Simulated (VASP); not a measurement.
# Al (P6_3/mmc) in VASP: a series of runs

The runs below take Al through single point, with PBEsol+D3(BJ).

All numbers are computed with VASP 6.6.1; they aren't measurements. Logs are shortened: lines on timing, memory, paths and dates and some standing lists are left out, and cuts for length are marked.

### 1 The cell of the first run

Symmetry: P6_3/mmc, No. 194, hexagonal system. Conventional cell: a = 2.801 Å, b = 2.801 Å, c = 9.192 Å, α = 90.00°, β = 90.00°, γ = 120.00°. Within 3.7 Å of Al (site symmetry -3m) lie 12 Al at 2.80 to 2.81 Å. Within 3.7 Å of Al (site symmetry -6m2) lie 12 Al at 2.80 to 2.81 Å.

This isn't the form of Al at room conditions, which is fcc.

### 2 Single point, PBEsol+D3(BJ)

INCAR

```
SYSTEM = Al
  ALGO = Normal
  EDIFF = 1E-7
  ENCUT = 520
  GGA = PS
  ISIF = 2
  ISMEAR = 0
  IVDW = 12
  LASPH = .TRUE.
  LCHARG = .TRUE.
  LELF = .TRUE.
  LREAL = .FALSE.
  LVHAR = .TRUE.
  LWAVE = .FALSE.
  NBANDS = 14
  NELM = 60
  PREC = Accurate
  SIGMA = 0.15
```

KPOINTS

```
k-points
0
G
  18 18 6
  0 0 0
```

POSCAR

```
Al
1.0
    2.8007800515      0.0000000000      0.0000000000
   -1.4003900257      2.4255466750      0.0000000000
    0.0000000000      0.0000000000      9.1920208392
Al
4
Direct
    0.0000000000      0.0000000000      0.0000000000
    0.3333333333      0.6666666667      0.2500000000
    0.0000000000      0.0000000000      0.5000000000
    0.6666666667      0.3333333333      0.7500000000
```

Potentials or basis: VASP PAW PBE potentials, release 64 (Al).

On the command line:

```console
$ cat potpaw_PBE.64/Al/POTCAR > POTCAR
$ mpirun -np 1 vasp_std > vasp.out
```

OUTCAR:

```text
SYSTEM = Al
   EDIFF = 1E-7
   ENCUT = 520
   GGA = PS
   ISIF = 2
   ISMEAR = 0
   IVDW = 12
   LASPH = .TRUE.
   LREAL = .FALSE.
   NELM = 60
   PREC = Accurate
 IVDW          = 12

 ion  position               nearest neighbor table
   1  0.000  0.000  0.000-   2 2.81   4 2.81   2 2.81   4 2.81   4 2.81   2 2.81
   2  0.333  0.667  0.250-   1 2.81   3 2.81   1 2.81   3 2.81   1 2.81   3 2.81
   3  0.000  0.000  0.500-   2 2.81   4 2.81   2 2.81   4 2.81   4 2.81   2 2.81
   4  0.667  0.333  0.750-   1 2.81   3 2.81   1 2.81   3 2.81   1 2.81   3 2.81

  LATTYP: Found a hexagonal cell.
 ALAT       =     2.8007800515
 C/A-ratio  =     3.2819502675

  Lattice vectors:

 A1 = (   2.8007800515,   0.0000000000,   0.0000000000)
 A2 = (  -1.4003900257,   2.4255466750,   0.0000000000)
 A3 = (   0.0000000000,   0.0000000000,   9.1920208392)

Analysis of symmetry for initial positions (statically):
=====================================================================
 Subroutine PRICEL returns:
 Original cell was already a primitive cell.

 Routine SETGRP: Setting up the symmetry group for a
 hexagonal supercell.

 Subroutine GETGRP returns: Found 24 space group operations
 (whereof 12 operations were pure point group operations)
 out of a pool of 24 trial point group operations.

The static configuration has the point symmetry D_3d.
 The point group associated with its full space group is D_6h.

Analysis of symmetry for dynamics (positions and initial velocities):
=====================================================================
 Subroutine PRICEL returns:
 Original cell was already a primitive cell.

 Routine SETGRP: Setting up the symmetry group for a
 hexagonal supercell.

 Subroutine GETGRP returns: Found 24 space group operations
 (whereof 12 operations were pure point group operations)
 out of a pool of 24 trial point group operations.

The dynamic configuration has the point symmetry D_3d.
 The point group associated with its full space group is D_6h.

 Subroutine INISYM returns: Found 24 space group operations
 (whereof 12 operations are pure point group operations),
 and found     1 'primitive' translations

----------------------------------------------------------------------------------------

                                     Primitive cell

  volume of cell :      62.4453

  direct lattice vectors                    reciprocal lattice vectors
     2.800780051  0.000000000  0.000000000     0.357043388  0.206139096  0.000000000
    -1.400390026  2.425546675  0.000000000     0.000000000  0.412278193  0.000000000
     0.000000000  0.000000000  9.192020839     0.000000000  0.000000000  0.108790006

  length of vectors
     2.800780051  2.800780051  9.192020839     0.412278193  0.412278193  0.108790006

  position of ions in fractional coordinates (direct lattice)
     0.000000000  0.000000000  0.000000000
     0.333333333  0.666666667  0.250000000
     0.000000000  0.000000000  0.500000000
     0.666666667  0.333333333  0.750000000

  ion indices of the primitive-cell ions
   primitive index   ion index
                 1           1
                 2           2
                 3           3
                 4           4

----------------------------------------------------------------------------------------

 KPOINTS: k-points

Automatic generation of k-mesh.
 Grid dimensions read from file:
 generate k-points for:   18   18    6

 Generating k-lattice:

  Cartesian coordinates                     Fractional coordinates (reciprocal lattice)
     0.019835744  0.011452172  0.000000000     0.055555556  0.000000000  0.000000000
     0.000000000  0.022904344  0.000000000     0.000000000  0.055555556  0.000000000
     0.000000000  0.000000000  0.018131668     0.000000000  0.000000000  0.166666667

  Length of vectors
     0.022904344  0.022904344  0.018131668

  Shift w.r.t. Gamma in fractional coordinates (k-lattice)
     0.000000000  0.000000000  0.000000000

 Subroutine IBZKPT returns following result:
 ===========================================

 Found    148 irreducible k-points:

 Following reciprocal coordinates:
            Coordinates               Weight
  0.000000  0.000000  0.000000      1.000000
  0.055556 -0.000000  0.000000      6.000000
  0.111111 -0.000000  0.000000      6.000000
  0.166667 -0.000000  0.000000      6.000000
  0.222222 -0.000000  0.000000      6.000000
  0.277778  0.000000  0.000000      6.000000
[... 16 lines left out ...]
  0.333333  0.111111  0.000000     12.000000
  0.388889  0.111111  0.000000     12.000000
 [... further k-points ...]
   k-points           NKPTS =    148   k-points in BZ     NKDIM =    148   number of bands    NBANDS=     14
   number of dos      NEDOS =    301   number of ions     NIONS =      4
   total plane-waves  NPLWV =  40320
   dimension x,y,z NGX =    24 NGY =   24 NGZ =   70
   dimension x,y,z NGXF=    48 NGYF=   48 NGZF=  140
   ions per type =               4
   NGX,Y,Z   is equivalent  to a cutoff of  14.25, 14.25, 12.66 a.u.
   NGXF,Y,Z  is equivalent  to a cutoff of  28.49, 28.49, 25.32 a.u.
 SYSTEM =  Al
   PREC   = accura    normal or accurate (medium, high low for compatibility)
   ISTART =      0    job   : 0-new  1-cont  2-samecut
   ICHARG =      2    charge: 1-file 2-atom 10-const
   ISPIN  =      1    spin polarized calculation?
   LNONCOLLINEAR =      F non collinear calculations
   LSORBIT =      F    spin-orbit coupling
   LASPH  =      T    aspherical Exc in radial PAW
   ENCUT  =  520.0 eV  38.22 Ry    6.18 a.u.   5.21  5.21 17.09*2*pi/ulx,y,z
   NELM   =     60;   NELMIN=  2; NELMDL= -5     # of ELM steps
   EDIFF  = 0.1E-06   stopping-criterion for ELM
   LREAL  =      F    real-space projection
   EDIFFG = 0.1E-05   stopping-criterion for IOM
   NSW    =      0    number of steps for IOM
   IBRION =     -1    ionic relax: 0-MD 1-quasi-New 2-CG
   NFREE  =      0    steps in history (QN), initial steepest desc. (CG)
   ISIF   =      2    stress and relaxation
   ISYM   =      2    0-nonsym 1-usesym 2-fastsym
   POTIM  = 0.5000    time-step for ionic-motion
   TEBEG  =    0.0;   TEEND  =   0.0 temperature during run
   PSTRESS=    0.0 pullay stress
   NELECT =      12.0000    total number of electrons
   NUPDOWN=      -1.0000    fix difference up-down
   EMIN   =  10.00;   EMAX   =-10.00  energy-range for DOS
   EFERMI =   0.00;   METHOD = LEGACY
   ISMEAR =     0;   SIGMA  =   0.15  broadening in eV -4-tet -1-fermi 0-gaus
   EFERMI_NEDOS =   21; number of points for ismear=-14 and -15
   IALGO  =     38    algorithm
   IMIX   =      4    mixing-type and parameters
     AMIX     =   0.40;   BMIX     =  1.00
     AMIX_MAG =   1.60;   BMIX_MAG =  1.00
  volume/ion in A,a.u.               =      15.61       105.35
  Fermi-wavevector in a.u.,A,eV,Ry     =   0.944718  1.785258 12.143083  0.892491
  Thomas-Fermi vector in A             =   2.072549
   LORBIT       =      0    0 simple, 1 ext, 2 COOP (PROOUT), +10 PAW based schemes
   GGA     = PS    functional components
   LHFCALC =     F    Hartree Fock is set to
   AEXX    =    0.0000 exact exchange contribution
   IVDW    =    12    specifies the selected vdW correction
   LEPSILON=     F    determine dielectric tensor
   LRPA    =     F    only Hartree local field effects (RPA)
 non-spin polarized calculation
 Gauss-broadening in eV      SIGMA  =   0.15
  energy-cutoff  :      520.00
  volume of cell :       62.45
 maximum number of plane-waves:      1702
 NGX is ok and might be reduce to    24
   NGX = 11   NGY = 11   NGZ = 35

 number of electron      12.0000000 magnetization

 Free energy of the ion-electron system (eV)
  ---------------------------------------------------
  ext. energy  EPLUGINS =         0.00000000
  ---------------------------------------------------
  free energy    TOTEN  =       -16.29884753 eV

  energy without entropy =      -16.28141675  energy(sigma->0) =      -16.29013214

 E-fermi :   8.5238     XC(G=0): -10.4610

 val. band max:        8.5236464178   @ k =   0.3889   0.0556   0.0000
 cond. band min:       8.5258048633   @ k =   0.3889   0.1667   0.1667
 fundamental gap:      0.0021584455
 Fermi energy:         8.5238489862

 k-point     1 :       0.0000    0.0000    0.0000
  band No.  band energies     occupation
      1      -2.9806      2.00000
      2      -1.2435      2.00000
      3      -1.2377      2.00000
      4       3.6952      2.00000
      5       4.0230      2.00000
      6      11.9876      0.00000
      7      11.9994      0.00000
      8      19.6989      0.00000
      9      19.6989      0.00000
     10      19.8160      0.00000
     11      19.8160      0.00000
     12      20.7504      0.00000
     13      20.7510      0.00000
     14      20.8881      0.00000

 k-point     2 :       0.0556   -0.0000    0.0000
  band No.  band energies     occupation
      1      -2.9030      2.00000
      2      -1.1669      2.00000
      3      -1.1611      2.00000
      4       3.7668      2.00000
      5       4.0985      2.00000
      6      12.0488      0.00000
      7      12.0632      0.00000
      8      18.0045      0.00000
      9      18.6388      0.00000
     10      19.3533      0.00000
     11      19.4359      0.00000
     12      19.9477      0.00000
     13      20.0435      0.00000
     14      20.0675      0.00000
[... 343 lines left out ...]
      1       0.9939      2.00000
      2       2.6751      2.00000
      3       2.6757      2.00000
      4       6.1766      2.00000
      5       7.3088      2.00000
      6       7.6721      2.00000
      7       8.1272      1.99982
      8       8.4587      1.46124
      9      11.4373      0.00000
     10      12.5310      0.00000
     11      13.0306      0.00000
     12      13.2260      0.00000
     13      13.7709      0.00000
     14      15.9243      0.00000

 k-point    24 :       0.3889    0.1111    0.0000
  band No.  band energies     occupation
      1       2.1167      2.00000
      2       3.7607      2.00000
      3       3.7685      2.00000
      4       4.7563      2.00000
      5       6.4626      2.00000
      6       6.4788      2.00000
      7       8.5468      0.82871
      8       9.0600      0.00000
      9      10.9186      0.00000
     10      11.1182      0.00000
     11      12.2801      0.00000
     12      12.9911      0.00000
     13      13.3098      0.00000
     14      16.7529      0.00000

 [... further k-points ...]

------------------------ aborting loop because EDIFF is reached ----------------------------------------

 Edisp (eV)   -1.34343

 E8    (eV) :    -0.9047

  FORCE on cell =-STRESS in cart. coord.  units (eV):
  Direction    XX          YY          ZZ          XY          YZ          ZX
  --------------------------------------------------------------------------------------
  -------------------------------------------------------------------------------------
  Total       0.02918     0.02918     0.03764     0.00000     0.00000     0.00000
  in kB       0.74880     0.74880     0.96565     0.00000     0.00000     0.00000
  external pressure =        0.82 kB  Pullay stress =        0.00 kB

 VOLUME and BASIS-vectors are now :
 -----------------------------------------------------------------------------
  energy-cutoff  :      520.00
  volume of cell :       62.45
      direct lattice vectors                 reciprocal lattice vectors
     2.800780051  0.000000000  0.000000000     0.357043388  0.206139096  0.000000000
    -1.400390026  2.425546675  0.000000000     0.000000000  0.412278193  0.000000000
     0.000000000  0.000000000  9.192020839     0.000000000  0.000000000  0.108790006

 POSITION                                       TOTAL-FORCE (eV/Angst)
 -----------------------------------------------------------------------------------
      0.00000      0.00000      0.00000         0.000000      0.000000     -0.000000
     -0.00000      1.61703      2.29801        -0.000000     -0.000000      0.000000
      0.00000      0.00000      4.59601         0.000000      0.000000     -0.000000
      1.40039      0.80852      6.89402        -0.000000      0.000000     -0.000000
 -----------------------------------------------------------------------------------
    total drift:                               -0.000000      0.000000      0.000000

  FREE ENERGIE OF THE ION-ELECTRON SYSTEM (eV)
  ---------------------------------------------------
  free  energy   TOTEN  =       -17.6422767430 eV

  energy  without entropy=      -17.6248459585  energy(sigma->0) =      -17.63356135
```

Run time: 2.9 min. Hardware: 1 thread of Intel Xeon 8259CL, shared host; peak memory 0.25 GiB.

What came out:

```
Free energy                : -17.6423 eV
Pressure                   : 0.1 GPa
Band gap on the k mesh     : zero (bands 6 and 7 overlap by 5.55 eV)
Dispersion energy per atom : -0.336 eV
```

Levels at points of the mesh, in eV from the Fermi level:
| k point | band 3 | band 4 | band 5 | band 6 | band 7 | band 8 | band 9 | band 10 |
| --- | --- | --- | --- | --- | --- | --- | --- | --- |
| (0.00, 0.00, 0.00) | -9.76 | -4.83 | -4.50 | 3.46 | 3.48 | 11.18 | 11.18 | 11.29 |
| (0.50, 0.00, 0.00) | -4.05 | -4.01 | -3.36 | -3.31 | 0.82 | 1.24 | 1.39 | 1.74 |
| (0.00, 0.00, 0.50) | -7.62 | -7.62 | -0.95 | -0.95 | 8.45 | 8.45 | 11.51 | 11.51 |
| (0.50, 0.00, 0.50) | -4.92 | -4.92 | -1.90 | -1.90 | -1.22 | -1.22 | 4.71 | 4.71 |

Caveat: the PAW data sets were made with another functional, which shifts forces and pressure a little.

### 3 Single point, PBEsol+D3(BJ) (15.92 Å³/atom)

This run uses another cell than the first one, of 15.92 Å³/atom.

INCAR

```
PREC = Accurate
ENCUT = 520
EDIFF = 1E-7
ISMEAR = 0
SIGMA = 0.15
LREAL = F
LASPH = T
NELM = 60
ALGO = Normal
ISIF = 2
LWAVE = F
LCHARG = T
GGA = PS
IVDW = 12
LELF = T
LVHAR = T
NBANDS = 14
```

KPOINTS

```
regular mesh
0
Gamma
  18 18 6
```

POSCAR

```
Al
1.0
    2.7450104144      0.0000000000      0.0000000000
   -1.3725052072      2.3772487525      0.0000000000
    0.0000000000      0.0000000000      9.7609825325
Al
4
Direct
    0.0000000000      0.0000000000      0.0000000000
    0.3333333333      0.6666666667      0.2500000000
    0.0000000000      0.0000000000      0.5000000000
    0.6666666667      0.3333333333      0.7500000000
```

Potentials or basis: VASP PAW PBE potentials, release 64 (Al).

On the command line:

```console
$ cat potpaw_PBE.64/Al/POTCAR > POTCAR
$ mpirun -np 1 vasp_std > vasp.out
```

Run time: 3 min. Hardware: 1 thread of Intel Xeon 8259CL, shared host; peak memory 0.25 GiB.

Results (log left out):

| Property | Result |
| --- | --- |
| Free energy | -17.5614 eV |
| Pressure | -0.8 GPa |
| Band gap on the k mesh | zero (bands 6 and 7 overlap by 4.34 eV) |
| Dispersion energy per atom | -0.329 eV |

Stress tensor (GPa, compression positive):
```
 1.52  0.00  0.00
 0.00  1.52  0.00
 0.00  0.00 -5.30
```

Levels at points of the mesh, in eV from the Fermi level:
```csv
k point,band 2,band 3,band 4,band 5,band 6,band 7,band 8,band 9,band 10,band 11
"(0.00, 0.00, 0.00)",-9.81,-9.80,-5.42,-5.12,2.01,2.01,10.91,12.02,12.30,12.30
"(0.50, 0.00, 0.00)",-4.98,-3.84,-3.82,-3.11,-3.08,0.71,0.84,1.14,1.22,6.86
"(0.00, 0.00, 0.50)",-10.96,-7.90,-7.90,-1.95,-1.95,6.54,6.54,12.52,12.52,12.52
"(0.50, 0.00, 0.50)",-4.68,-4.55,-4.55,-1.89,-1.89,-1.23,-1.23,3.94,3.94,4.27
```

Caveat: the stress differs along the axes, from -5 to 2 GPa; the PAW data sets were made with another functional, which shifts forces and pressure a little.

### 4 Single point, PBEsol+D3(BJ) (15.92 Å³/atom)

This run uses another cell than the first one, of 15.92 Å³/atom.

INCAR

```
ALGO = Normal ; EDIFF = 1E-6
ENCUT = 520 ; GGA = PS
ISIF = 2 ; ISMEAR = 0
IVDW = 12 ; LASPH = T
LCHARG = F ; LREAL = F
LWAVE = F ; NBANDS = 14
NELM = 80 ; PREC = Accurate
SIGMA = 0.15
```

KPOINTS

```
k-points
0
Gamma
  18 18 6
```

POSCAR

```
Al
1.0
    2.8957160449      0.0000000000      0.0000000000
   -1.4478580224      2.5077636571      0.0000000000
    0.0000000000      0.0000000000      8.7714134717
Al
4
Direct
    0.0000000000      0.0000000000      0.0000000000
    0.3333333333      0.6666666667      0.2500000000
    0.0000000000      0.0000000000      0.5000000000
    0.6666666667      0.3333333333      0.7500000000
```

On the command line:

```console
$ cat potpaw_PBE.64/Al/POTCAR > POTCAR
$ mpirun -np 1 vasp_std > vasp.out
```

Run time: 2.3 min. Hardware: 1 thread of Intel Xeon 8259CL, shared host; peak memory 0.26 GiB.

It converged, with:

| Property | Result |
| --- | --- |
| Free energy | -17.5646 eV |
| Pressure | -0.9 GPa |
| Band gap on the k mesh | zero (bands 6 and 7 overlap by 6.86 eV) |
| Dispersion energy per atom | -0.329 eV |

Stress tensor (GPa, compression positive):
```
-3.02  0.00  0.00
 0.00 -3.02  0.00
 0.00  0.00  3.20
```

Levels at points of the mesh, in eV from the Fermi level:
| k point | band 2 | band 3 | band 4 | band 5 | band 6 | band 7 | band 8 | band 9 | band 10 | band 11 |
| --- | --- | --- | --- | --- | --- | --- | --- | --- | --- | --- |
| (0.00, 0.00, 0.00) | -9.48 | -9.48 | -4.28 | -3.48 | 4.97 | 5.01 | 9.72 | 9.72 | 10.00 | 10.00 |
| (0.50, 0.00, 0.00) | -5.56 | -4.15 | -4.03 | -3.56 | -3.41 | 0.93 | 1.40 | 2.06 | 2.27 | 4.84 |
| (0.00, 0.00, 0.50) | -10.91 | -7.14 | -7.14 | 0.20 | 0.20 | 10.07 | 10.07 | 10.07 | 10.07 | 10.23 |
| (0.50, 0.00, 0.50) | -5.26 | -5.10 | -5.10 | -1.84 | -1.84 | -1.13 | -1.13 | 5.12 | 5.12 | 5.25 |

Caveat: the stress differs along the axes, from -3 to 3 GPa; the PAW data sets were made with another functional, which shifts forces and pressure a little.

### 5 The runs side by side

```csv
cell,gap on the mesh (eV),pressure (GPa)
"a = 2.801, b = 2.801, c = 9.192 Å, angles 90.0, 90.0, 120.0°, 4 atoms",none,0.1
"a = 2.745, b = 2.745, c = 9.761 Å, angles 90.0, 90.0, 120.0°, 4 atoms",none,-0.8
"a = 2.896, b = 2.896, c = 8.771 Å, angles 90.0, 90.0, 120.0°, 4 atoms",none,-0.9
```

Alike in all rows: task single point; level PBEsol+D3(BJ); potentials or basis VASP PAW PBE potentials, release 64 (Al); no spin polarisation; k mesh 18 × 18 × 6; cutoff (eV) 520; smearing gaussian 0.15 eV.

Caveats: the PAW data sets were made with another functional, which shifts forces and pressure a little; the stress differs along the axes, from -5 to 2 GPa (at least some runs); the stress differs along the axes, from -3 to 3 GPa (at least some runs).

Absolute energies hang on the potentials; compare differences alone.
